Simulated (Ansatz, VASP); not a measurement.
## Sn: VASP beside Ansatz

File INCAR:

```
SYSTEM = Sn
ALGO = Fast ; EDIFF = 1E-6
ENCUT = 520 ; GGA = PS
ISIF = 2 ; ISMEAR = 0
LASPH = .True. ; LCHARG = .False.
LREAL = .False. ; LWAVE = .False.
NBANDS = 13 ; NELM = 80
PREC = Accurate ; SIGMA = 0.15
```

The input KPOINTS:

```
k-points
0
Gamma
  20 20 20
  0 0 0
```

POSCAR

```
Sn
1.0
   -1.6402120500      1.6867696500      2.2214249000
    1.6402120500     -1.6867696500      2.2214249000
    1.6402120500      1.6867696500     -2.2214249000
Sn
1
Direct
    0.0000000000      0.0000000000      0.0000000000
```

Input for Ansatz:

```yaml
crystal:
  lattice:
    - [-1.64021205, 1.68676965, 2.2214249]
    - [1.64021205, -1.68676965, 2.2214249]
    - [1.64021205, 1.68676965, -2.2214249]
  atoms:
    - { symbol: Sn, position: [0.0, 0.0, 0.0] }
basis:
  ecutwfc: 420
kpoints:
  mp_grid: { grid: [20, 20, 20] }
hamiltonian:
  xc: pbesol
scf:
  occupations: { method: gaussian, width: 0.15 }
output:
  forces: true
  stress: true
  eigenvalues: true
```

Change from the starting cell: strain -0.050 along x and y, -0.050 along z, atoms carried along.

Alike in both runs: task single point; functional PBEsol; k mesh 20 × 20 × 20; occupations gaussian, width 0.15 eV; no spin polarisation.

|  | VASP | Ansatz |
| --- | --- | --- |
| version | VASP 6.6.1 | Ansatz 0.2.0 |
| potentials or method | VASP PAW PBE potentials, release 64 (Sn_d), cutoff 520 eV | scalar-relativistic, plane waves, PAW |
| valence electrons in the cell | 14 | 14 |

Ansatz gave:

| Quantity | Value |
| --- | --- |
| gap on the k mesh at the Fermi level (eV) | none |
| pressure (GPa) | 5.0 |
| traceless stress, the component that is largest in VASP (GPa) | 0.99 |

Problem. What did VASP give for the same quantities?

Solution. gap on the k mesh at the Fermi level (eV): none; pressure (GPa): 4.9; traceless stress, the component that is largest in VASP (GPa): 0.99.

VASP's potentials were made for PBE, not for PBEsol. A gap of «none» marks a metal or a gap that the smearing closes.
